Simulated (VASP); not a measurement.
Wanted: the native input for a VASP 6.6.1 run.

| Item | Value |
| --- | --- |
| Task | single point |
| Functional | PBEsol |
| Potentials or basis | VASP PAW PBE potentials, release 64 (Pt) |
| Cutoff | 520 eV |
| k mesh | 18 × 18 × 18 |
| Occupations | fermi-dirac, width 0.03 eV |
| Spin | no spin polarisation |
| Dipole correction | no |
| Further INCAR settings | ALGO = Normal; EDIFF = 1e-07; NBANDS = 11 |

The structure of Pt lies in POSCAR:

```
Pt
1.0
    0.0000000000      1.9579000000      1.9579000000
    1.9579000000      0.0000000000      1.9579000000
    1.9579000000      1.9579000000      0.0000000000
Pt
1
Direct
    0.0000000000      0.0000000000      0.0000000000
```

These files were run (other wordings do the same):

INCAR

```
ALGO = Normal
EDIFF = 1E-7
ENCUT = 520
GGA = PS
ISIF = 2
ISMEAR = -1
LASPH = T
LCHARG = F
LREAL = F
LWAVE = F
NBANDS = 11
NELM = 60
PREC = Accurate
SIGMA = 0.03
```

KPOINTS

```
k-points
0
Gamma
  18 18 18
```

Potentials or basis: VASP PAW PBE potentials, release 64 (Pt).

The run is started by

```bash
$ cat potpaw_PBE.64/Pt/POTCAR > POTCAR
$ mpirun -np 1 vasp_std > vasp.out
```

Results of the run:

| Quantity | Value |
| --- | --- |
| Pressure | 0.0 GPa |
| Band gap on the k mesh | zero (band 5 reaches 11.69 eV, above the bottom of band 6 at 9.44 eV) |

Caveat: the PAW data sets were made with another functional, which shifts forces and pressure a little; spin-orbit coupling is left out, which moves the levels of the heavy elements.

It took 30 s on 1 thread of AMD EPYC 7R13 Processor (Zen 3), on a shared host, peak memory 0.14 GiB.
